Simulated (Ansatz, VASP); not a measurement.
## Ga3Se in VASP and in Ansatz

```xyz
4
Lattice="4.4084 0.0000 0.0000 0.0000 4.4084 0.0000 0.0000 0.0000 4.4084" Properties=species:S:1:pos:R:3 pbc="T T T"
Ga    0.0000    2.2042    2.2042
Ga    2.2042    0.0000    2.2042
Ga    2.2042    2.2042    0.0000
Se    0.0000    0.0000    0.0000
```

Alike in both runs: functional PBE; k mesh 10 × 10 × 10; occupations gaussian, width 0.1 eV; no spin polarisation.

Ansatz relaxed the structure, and its values are those at the end. VASP's run is a single point on that final structure, the one shown.

```csv
,VASP,Ansatz
version,VASP 6.6.1,Ansatz 0.2.0
potentials or method,"VASP PAW PBE potentials, release 64 (Ga_d, Se), cutoff 520 eV","scalar-relativistic, plane waves, PAW"
valence electrons in the cell,45,55
```

|  | VASP | Ansatz | Ansatz less VASP |
| --- | --- | --- | --- |
| gap on the k mesh at the Fermi level (eV) | none | none | - |
| pressure (GPa) | 0.2 | 0.0 | -0.17 |

A gap of «none» marks a metal or a gap that the smearing closes. The functional is the same, so the differences come from potentials, cutoffs and numerics. VASP's potentials hold 45 valence electrons a cell and Ansatz's 55, so a difference there can come from the potentials and not from the codes.
